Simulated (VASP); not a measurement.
Input of a VASP 6.6.1 run:

INCAR

```
SYSTEM = Na
PREC     = Accurate       ! precision mode
ENCUT    = 500            ! plane-wave cutoff, eV
EDIFF    = 1E-6           ! SCF threshold, eV
ISMEAR   = 0              ! smearing method
SIGMA    = 0.1            ! smearing width, eV
LREAL    = .FALSE.        ! projectors in reciprocal space
LASPH    = .TRUE.         ! aspherical terms in the spheres
NELM     = 120            ! most SCF steps
ALGO     = Normal         ! electronic algorithm
ISIF     = 2              ! what is computed and relaxed
LWAVE    = .FALSE.        ! write WAVECAR
LCHARG   = .FALSE.        ! write CHGCAR
GGA      = RE             ! functional
NBANDS   = 10             ! bands
GGA_COMPAT= .FALSE.
```

The input KPOINTS:

```
regular mesh
0
G
  8 8 8
  0 0 0
```

File POSCAR:

```
Na
1.0
   -2.1040267987      2.1040267987      2.1040267987
    2.1040267987     -2.1040267987      2.1040267987
    2.1040267987      2.1040267987     -2.1040267987
Na
1
Direct
    0.0000000000      0.0000000000      0.0000000000
```

Potentials or basis: VASP PAW PBE potentials, release 64 (Na_pv).

The run is started by

```console
$ cat potpaw_PBE.64/Na_pv/POTCAR > POTCAR
$ mpirun -np 1 vasp_std > vasp.out
```

**Question.** Predict the pressure.

**Answer.** 0.4 GPa.

Caveat: the PAW data sets were made with another functional, which shifts forces and pressure a little.
